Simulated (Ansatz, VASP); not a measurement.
**Ga4AsP3: VASP beside Ansatz**

```
CELL_PARAMETERS angstrom
3.95304 0.00022 -0.00053
0.00022 3.95300 0.00085
0.00017 0.00132 11.03867
ATOMIC_POSITIONS crystal
Ga 0.49997 0.00010 0.86794
Ga 0.99994 0.49983 0.62256
Ga 0.50014 0.99983 0.37746
Ga 0.99988 0.50010 0.13205
P 0.00015 0.99995 0.50000
P 0.49995 0.49992 0.25472
P 0.49997 0.50011 0.74528
As 0.99999 0.00016 0.99999
```

Change from the starting cell: cell x1, atoms moved at random (sigma 0.15 Å) and cell strained at random (1.5 %), then relaxed without symmetry.

Alike in both runs: functional PBE; k mesh 4 × 4 × 2; occupations gaussian, width 0.1 eV; no spin polarisation.

Ansatz relaxed the structure, and its values are those at the end. VASP's run is a single point on that final structure, the one shown.

|  | VASP | Ansatz |
| --- | --- | --- |
| version | VASP 6.6.1 | Ansatz 0.2.0 |
| potentials or method | VASP PAW PBE potentials, release 64 (Ga_d, P, As), cutoff 520 eV | scalar-relativistic, plane waves, PAW |
| valence electrons in the cell | 72 | 82 |

VASP gave:

```
gap on the k mesh at the Fermi level (eV) : 1.15
least direct gap on the mesh (eV)         : 1.15
pressure (GPa)                            : 0.1
rms of the force components (eV/Å)        : 0.004
```

Problem. What did Ansatz give for the same quantities?

Solution. gap on the k mesh at the Fermi level (eV): 1.15; least direct gap on the mesh (eV): 1.15; pressure (GPa): 0.0; rms of the force components (eV/Å): 0.001.

The functional is the same, so the differences come from potentials, cutoffs and numerics. VASP's potentials hold 72 valence electrons a cell and Ansatz's 82, so a difference there can come from the potentials and not from the codes.
